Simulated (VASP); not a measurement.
Wanted: the native input for a VASP 6.6.1 run.

* Task: single point
* Functional: RPBE
* Potentials or basis: VASP PAW PBE potentials, release 64 (Al)
* Cutoff: 520 eV
* k mesh: 22 × 22 × 22
* Occupations: fermi-dirac, width 0.1 eV
* Spin: no spin polarisation
* Dipole correction: no
* Further INCAR settings: ALGO = Normal; EDIFF = 1e-06; NBANDS = 8

The structure of Al lies in POSCAR:

```
Al
1.0
    0.0000000000      2.0851638665      2.0851638665
    2.0851638665      0.0000000000      2.0851638665
    2.0851638665      2.0851638665      0.0000000000
Al
1
Direct
    0.0000000000      0.0000000000      0.0000000000
```

This cell differs from its parent crystal: volume scaled by 1.08.

These files were run (other wordings do the same):

INCAR

```
PREC = Accurate ; ENCUT = 520
EDIFF = 1E-6 ; ISMEAR = -1
SIGMA = 0.1 ; LREAL = False
LASPH = True ; NELM = 60
ALGO = Normal ; ISIF = 2
LWAVE = False ; LCHARG = True
GGA = RP ; LELF = True
LVHAR = True ; NBANDS = 8
```

KPOINTS

```
regular mesh
0
Gamma
  22 22 22
```

Potentials or basis: VASP PAW PBE potentials, release 64 (Al).

Launch:

```bash
$ cat potpaw_PBE.64/Al/POTCAR > POTCAR
$ mpirun -np 1 vasp_std > vasp.out
```

It gave:

```json
{"Pressure": "-5.0 GPa"}
```

Caveat: the PAW data sets were made with another functional, which shifts forces and pressure a little.

Run time: 16 s on 1 thread of Intel Xeon 6975P-C (shared host), peak memory 0.16 GiB.
